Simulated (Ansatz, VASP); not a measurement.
Two plane-wave programs on YSe2

```
Y Se
1.0
     0.00000    3.42941    3.42941
     3.42941    0.00000    3.42941
     3.42941    3.42941    0.00000
Y Se
1 2
Direct
  0.00000 0.00000 0.00000
  0.25000 0.25000 0.25000
  0.75000 0.75000 0.75000
```

Alike in both runs: task single point; functional PBEsol; k mesh 8 × 8 × 8; occupations gaussian, width 0.05 eV; no spin polarisation.

|  | VASP | Ansatz |
| --- | --- | --- |
| version | VASP 6.6.1 | Ansatz 0.2.0 |
| potentials or method | VASP PAW PBE potentials, release 64 (Y_sv, Se), cutoff 520 eV | scalar-relativistic, plane waves, PAW |
| valence electrons in the cell | 23 | 43 |

```tsv
	VASP	Ansatz	Ansatz less VASP
gap on the k mesh at the Fermi level (eV)	none	none	-
pressure (GPa)	-2.7	-2.7	-0.05
```

VASP's potentials were made for PBE, not for PBEsol. A gap of «none» marks a metal or a gap that the smearing closes. VASP's potentials hold 23 valence electrons a cell and Ansatz's 43, so a difference there can come from the potentials and not from the codes.
